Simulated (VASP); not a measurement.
Sb, 5 atoms in the cell. The cell holds a slab with vacuum, 5 atoms: a = 3.314 Å, b = 3.314 Å, c = 26.822 Å, α = 90.00°, β = 90.00°, γ = 120.00°. 

```yaml
Program: VASP 6.6.1
Task: single point
Functional: LDA
Potentials_or_basis: VASP PAW LDA potentials, release 64 (Sb)
Cutoff: 520 eV
k_mesh: 14 × 14 × 1
Occupations: fermi-dirac, width 0.05 eV
Spin: no spin polarisation
Dipole_correction: yes
Further_INCAR_settings: ALGO = Normal; EDIFF = 1e-06; NBANDS = 20
```

Potentials or basis: VASP PAW LDA potentials, release 64 (Sb).

Run with:

```console
$ cat potpaw_LDA.64/Sb/POTCAR > POTCAR
$ mpirun -np 1 vasp_std > vasp.out
```

Hardware: 1 thread of Intel(R) Xeon(R) Platinum 8488C (Sapphire Rapids) (shared host).

Task: Estimate the wall time of this run.

Result: Run time: 3.1 min on 1 thread of Intel(R) Xeon(R) Platinum 8488C (Sapphire Rapids) (shared host), peak memory 0.34 GiB. Counts: scf iterations 21, k points 24.
